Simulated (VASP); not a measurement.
LiF, 2 atoms in the cell. Symmetry: Fm-3m, No. 225, cubic system. Conventional cell: a = 3.950 Å, b = 3.950 Å, c = 3.950 Å, α = 90.00°, β = 90.00°, γ = 90.00°. Within 2.6 Å of Li (site symmetry m-3m) lie 6 F at 1.97 Å. Within 2.6 Å of F (site symmetry m-3m) lie 6 Li at 1.97 Å.  This cell differs from its parent crystal: strain -1.0%.

```yaml
Program: VASP 6.6.1
Task: single point
Functional: PBE
Potentials_or_basis: VASP PAW PBE potentials, release 64 (Li_sv, F)
Cutoff: 520 eV
k_mesh: 10 × 10 × 10
Occupations: fermi-dirac, width 0.02 eV
Spin: no spin polarisation
Dipole_correction: no
Further_INCAR_settings: ALGO = Normal; EDIFF = 1e-06; NBANDS = 12
```

Potentials or basis: VASP PAW PBE potentials, release 64 (Li_sv, F).

Launch:

```bash
$ cat potpaw_PBE.64/Li_sv/POTCAR potpaw_PBE.64/F/POTCAR > POTCAR
$ mpirun -np 1 vasp_std > vasp.out
```

Hardware: 1 thread of AMD EPYC 7571, on a shared host.

Task: How long does it take, and how much memory?

Result: Run time: 19 s on 1 thread of AMD EPYC 7571 (shared host), peak memory 0.1 GiB. Counts: scf iterations 12, k points 47.
